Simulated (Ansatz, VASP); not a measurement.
**Two plane-wave programs on Pt**

File INCAR:

```
  PREC = Accurate
  ENCUT = 520
  EDIFF = 1E-6
  ISMEAR = 0
  SIGMA = 0.15
  LREAL = F
  LASPH = T
  NELM = 80
  ALGO = Fast
  ISIF = 2
  LWAVE = F
  LCHARG = F
  NBANDS = 11
```

The input KPOINTS:

```
regular mesh
0
Gamma
  20 20 20
```

POSCAR

```
Pt
1.0
   -1.7831685446      1.3955232088      1.6281104103
    1.3179941416     -1.7056394774      1.4730522759
    1.7831685446      1.7056394774     -1.9382266789
Pt
1
Direct
    0.0000000000      0.0000000000      0.0000000000
```

Input for Ansatz:

```yaml
crystal:
  lattice:
    - [-1.7831685446, 1.3955232088, 1.6281104103]
    - [1.3179941416, -1.7056394774, 1.4730522759]
    - [1.7831685446, 1.7056394774, -1.9382266789]
  atoms:
    - { symbol: Pt, position: [0.0, 0.0, 0.0] }
basis:
  ecutwfc: 420
kpoints:
  mp_grid: { grid: [20, 20, 20] }
hamiltonian:
  xc: lda
  pseudopotentials: { kind: paw, azcp: { folder: soft_1 } }
scf:
  occupations: { method: gaussian, width: 0.15 }
output:
  forces: true
  stress: true
  eigenvalues: true
  write_density: true
  write_potential: true
  elf: true
  volumetric_format: npy
```

Change from the starting cell: engineering shear strain xz -0.3000, engineering shear strain yz -0.2000.

Alike in both runs: task single point; functional LDA; k mesh 20 × 20 × 20; occupations gaussian, width 0.15 eV; no spin polarisation.

|  | VASP | Ansatz |
| --- | --- | --- |
| version | VASP 6.6.1 | Ansatz 0.2.0 |
| potentials or method | VASP PAW LDA potentials, release 64 (Pt), cutoff 520 eV | scalar-relativistic, plane waves, PAW |
| valence electrons in the cell | 10 | 18 |

```csv
,VASP,Ansatz,Ansatz less VASP
gap on the k mesh at the Fermi level (eV),none,none,-
pressure (GPa),56.8,57.1,+0.29
"traceless stress, the component that is largest in VASP (GPa)",53.76,54.37,+0.610
```

Ansatz warns that its potentials were made for another functional, while VASP's fit it. LDA's correlation is that of Perdew and Zunger in VASP and of Perdew and Wang (1992) in Ansatz. A gap of «none» marks a metal or a gap that the smearing closes. Both programs put the cell under a high pressure, so it lies far from rest at this level. VASP's potentials hold 10 valence electrons a cell and Ansatz's 18, so a difference there can come from the potentials and not from the codes.

Spin-orbit coupling is off throughout.
